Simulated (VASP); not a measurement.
Si:

```
CELL_PARAMETERS angstrom
0.00000 2.82572 2.82572
2.82572 0.00000 2.82572
2.82572 2.82572 0.00000
ATOMIC_POSITIONS crystal
Si 0.00000 0.00000 0.00000
Si 0.25000 0.25000 0.25000
```

```yaml
Program: VASP 6.6.1
Task: relaxation of cell and atoms
Functional: r2SCAN
Potentials_or_basis: VASP PAW PBE potentials, release 64 (Si)
Cutoff: 600 eV
k_mesh: 6 × 6 × 6
Occupations: gaussian, width 0.1 eV
Spin: no spin polarisation
```

At the start: pressure -8.7 GPa; volume 22.56 Å³/atom.

Problem. Where does the relaxation end?

Solution. Over 3 steps the energy falls by 73.1 meV/atom and the volume is 20.15 Å³/atom (-10.7 %); space group Fd-3m (No. 227, to 0.05 Å).

The path:
```
step  energy change (eV)  largest force (eV/Å)  pressure (GPa)  volume (Å³)
   1              0.0000                0.0000           -8.71        45.13
   2             -0.0844                0.0000            7.80        37.58
   3             -0.1461                0.0000           -0.05        40.29
```

Final structure:
```cif
data_structure
_symmetry_space_group_name_H-M 'P 1'
_symmetry_Int_Tables_number 1
_cell_length_a 3.8480
_cell_length_b 3.8480
_cell_length_c 3.8480
_cell_angle_alpha 60.000
_cell_angle_beta 60.000
_cell_angle_gamma 60.000
_cell_volume 40.29
loop_
_atom_site_label
_atom_site_type_symbol
_atom_site_fract_x
_atom_site_fract_y
_atom_site_fract_z
_atom_site_occupancy
Si1 Si 0.00000 0.00000 0.00000 1
Si2 Si 0.25000 0.25000 0.25000 1
```

Caveat: the PAW data sets were made with another functional, which shifts forces and pressure a little.
